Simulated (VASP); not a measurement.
Wanted: the native input for a VASP 6.6.1 run.

* Task: single point
* Functional: PBE
* Dispersion: D3(BJ)
* Potentials or basis: VASP PAW PBE potentials, release 64 (Bi_d)
* Cutoff: 520 eV
* k mesh: 18 × 18 × 18
* Occupations: gaussian, width 0.1 eV
* Spin: no spin polarisation
* Dipole correction: no
* Further INCAR settings: ALGO = Fast; EDIFF = 1e-06; NBANDS = 22

The structure of Bi lies in POSCAR:

```
Bi
1.0
    2.2662589479      1.3084252136      3.8873828239
   -2.2662589479      1.3084252136      3.8873828239
    0.0000000000     -2.6168504273      3.8873828239
Bi
2
Direct
    0.2371737290      0.2371737290      0.2371737290
    0.7628262710      0.7628262710      0.7628262710
```

These files were run (other wordings do the same):

INCAR

```
SYSTEM = Bi
  ALGO = Fast
  EDIFF = 1E-6
  ENCUT = 520
  GGA = PE
  ISIF = 2
  ISMEAR = 0
  IVDW = 12
  LASPH = .TRUE.
  LCHARG = .FALSE.
  LREAL = .FALSE.
  LWAVE = .FALSE.
  NBANDS = 22
  NELM = 80
  PREC = Accurate
  SIGMA = 0.1
```

KPOINTS

```
k-points
0
G
  18 18 18
  0 0 0
```

Potentials or basis: VASP PAW PBE potentials, release 64 (Bi_d).

The run is started by

```sh
$ cat potpaw_PBE.64/Bi_d/POTCAR > POTCAR
$ mpirun -np 1 vasp_std > vasp.out
```

It gave:

```json
{
  "Pressure": "0.0 GPa",
  "Largest force": "0.006 eV/Å",
  "Band gap on the k mesh": "zero (bands 15 and 16 overlap by 0.24 eV)",
  "Dispersion energy per atom": "-0.462 eV"
}
```

Caveat: spin-orbit coupling is left out, which moves the levels of the heavy elements.

Wall time 8.9 min on 1 thread of AMD EPYC 9R45 (Zen 5), with other jobs on the host, peak memory 0.71 GiB.
